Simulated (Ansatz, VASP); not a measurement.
## Two plane-wave programs on NaCl

```
Na Cl
1.0
     4.83344    0.00000    0.00000
    -2.41672    4.08857    0.00000
     0.00000    0.00000    5.56949
Na Cl
2 2
Direct
  0.33228 0.66456 0.93750
  0.66772 0.33544 0.43750
  0.33080 0.66160 0.43750
  0.66920 0.33840 0.93750
```

Change from the starting cell: uniaxial_x strain +2.4%.

Alike in both runs: task single point; functional PBE; k mesh 6 × 6 × 6; occupations fermi-dirac, width 0.02 eV; no spin polarisation.

```csv
,VASP,Ansatz
version,VASP 6.6.1,Ansatz 0.2.0
potentials or method,"VASP PAW PBE potentials, release 64 (Na_pv, Cl)","plane waves, PAW"
plane-wave cutoff (eV),520,420
valence electrons in the cell,28,32
```

Ansatz gave:

- gap on the k mesh at the Fermi level (eV): 4.80
- pressure (GPa): 0.4
- traceless stress, the component that is largest in VASP (GPa): 0.36

Task: What did VASP give for the same quantities?

Result: gap on the k mesh at the Fermi level (eV): 4.79; pressure (GPa): 0.4; traceless stress, the component that is largest in VASP (GPa): 0.36.

With one functional, cell and mesh, what is left measures potentials, basis and numerics. VASP's potentials hold 28 valence electrons a cell and Ansatz's 32, so a difference there can come from the potentials and not from the codes.
